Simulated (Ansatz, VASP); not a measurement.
## One calculation of Cu, two programs

The input POSCAR:

```
Cu
1.0
    2.5508792560      0.0000000000      0.0000000000
   -1.2754396280      2.2091262377      0.0000000000
    0.0000000000      0.0000000000      4.1398073633
Cu
2
Direct
    0.6666666667      0.3333333333      0.7500000000
    0.3333333333      0.6666666667      0.2500000000
```

Contents of INCAR.step1:

```
PREC = Accurate
ENCUT = 520
EDIFF = 1E-5
ISMEAR = -1
SIGMA = 0.05
LREAL = F
LASPH = T
NELM = 100
ALGO = Normal
ISIF = 2
LWAVE = T
LCHARG = F
NBANDS = 18
GGA = PE
```

INCAR.step2

```
PREC = Accurate
ENCUT = 520
EDIFF = 1E-6
ISMEAR = -1
SIGMA = 0.05
LREAL = F
LASPH = T
NELM = 100
ALGO = Normal
ISIF = 2
LWAVE = F
LCHARG = F
GGA = PE
LHFCALC = T
AEXX = 0.25
PRECFOCK = Normal
NBANDS = 18
ISTART = 1
```

File KPOINTS:

```
Automatic mesh
0
Gamma
  6 6 4
```

input.yaml

```yaml
crystal:
  lattice:
    - [2.550879256, 0.0, 0.0]
    - [-1.275439628, 2.2091262377, 0.0]
    - [0.0, 0.0, 4.1398073633]
  atoms:
    - { symbol: Cu, position: [0.6666666667, 0.3333333333, 0.75] }
    - { symbol: Cu, position: [0.3333333333, 0.6666666667, 0.25] }
hamiltonian:
  xc: pbe0
  pseudopotentials: { kind: paw }
kpoints:
  mp_grid: { grid: [6, 6, 4] }
scf:
  occupations: { method: fermi_dirac, width: 0.05 }
output:
  forces: true
  stress: true
  eigenvalues: true
  write_density: true
  write_potential: true
  elf: true
  volumetric_format: npy
```

Alike in both runs: task single point; functional PBE0; k mesh 6 × 6 × 4; occupations fermi-dirac, width 0.05 eV; no spin polarisation.

```csv
,VASP,Ansatz
version,VASP 6.6.1,Ansatz 0.2.0
potentials or method,"VASP PAW PBE potentials, release 64 (Cu)",Ansatz PAW
plane-wave cutoff (eV),520,420
valence electrons in the cell,22,38
```

Ansatz gave:

- gap on the k mesh at the Fermi level (eV): none
- pressure (GPa): 5.0
- traceless stress, the component that is largest in VASP (GPa): -1.90

Task: Which values does VASP return?

Result: gap on the k mesh at the Fermi level (eV): none; pressure (GPa): 5.0; traceless stress, the component that is largest in VASP (GPa): -1.93.

A gap of «none» marks a metal or a gap that the smearing closes. VASP's potentials hold 22 valence electrons a cell and Ansatz's 38, so a difference there can come from the potentials and not from the codes.

The k mesh is coarse, so the values compare programs but aren't converged.
